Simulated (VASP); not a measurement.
Input of a VASP 6.6.1 run:

File INCAR:

```
SYSTEM = GaAs
PREC = Accurate ; ENCUT = 520
EDIFF = 1E-6 ; ISMEAR = 0
SIGMA = 0.05 ; LREAL = Auto
LASPH = .TRUE. ; NELM = 60
ALGO = Normal ; ISIF = 2
LWAVE = .FALSE. ; LCHARG = .FALSE.
GGA = PE ; NBANDS = 106
```

Contents of KPOINTS:

```
regular mesh
0
G
  1 1 7
  0 0 0
```

File POSCAR:

```
GaAs
1.0
   15.5000000000      0.0000000000      0.0000000000
    0.0000000000     15.5000000000      0.0000000000
    0.0000000000      0.0000000000      6.7478503465
Ga As
10 10
Direct
    0.6947240703      0.5000000000      0.6722274913
    0.5601746593      0.6851876436      0.6722205840
    0.6575307562      0.6144571927      0.1722170109
    0.3424692438      0.6144571927      0.6722170109
    0.4398253407      0.6851876436      0.1722205840
    0.3424692438      0.3855428073      0.6722170109
    0.3052759297      0.5000000000      0.1722274913
    0.5601746593      0.3148123564      0.6722205840
    0.4398253407      0.3148123564      0.1722205840
    0.6575307562      0.3855428073      0.1722170109
    0.6949199270      0.6416165298      0.8277799822
    0.7409210792      0.5000000000      0.3277765003
    0.4255515294      0.7291367884      0.8277804271
    0.5744484706      0.7291367884      0.3277804271
    0.2590789208      0.5000000000      0.8277765003
    0.3050800730      0.6416165298      0.3277799822
    0.4255515294      0.2708632116      0.8277804271
    0.3050800730      0.3583834702      0.3277799822
    0.6949199270      0.3583834702      0.8277799822
    0.5744484706      0.2708632116      0.3277804271
```

Potentials or basis: VASP PAW PBE potentials, release 64 (Ga_d, As).

Launch:

```console
$ cat potpaw_PBE.64/Ga_d/POTCAR potpaw_PBE.64/As/POTCAR > POTCAR
$ mpirun -np 1 vasp_std > vasp.out
```

Q: Predict the band gap on the k mesh.

A: 1.18 eV (least direct gap 1.19 eV).

Q: Estimate the largest force.

A: 0.031 eV/Å.

Forces in eV/Å, atoms in the order of the input:
```
Ga  -0.004  0.000 -0.004
Ga  -0.001 -0.004 -0.004
Ga  -0.003 -0.002 -0.003
Ga   0.003 -0.002 -0.003
Ga   0.001 -0.004 -0.004
Ga   0.003  0.002 -0.003
Ga   0.004  0.000 -0.004
Ga  -0.001  0.004 -0.004
Ga   0.001  0.004 -0.004
Ga  -0.003  0.002 -0.003
As   0.020  0.016  0.002
As   0.029  0.000  0.012
As  -0.012  0.026  0.000
As   0.012  0.026  0.000
As  -0.029  0.000  0.012
As  -0.020  0.016  0.002
As  -0.012 -0.026  0.000
As  -0.020 -0.016  0.002
As   0.020 -0.016  0.002
As   0.012 -0.026  0.000
```
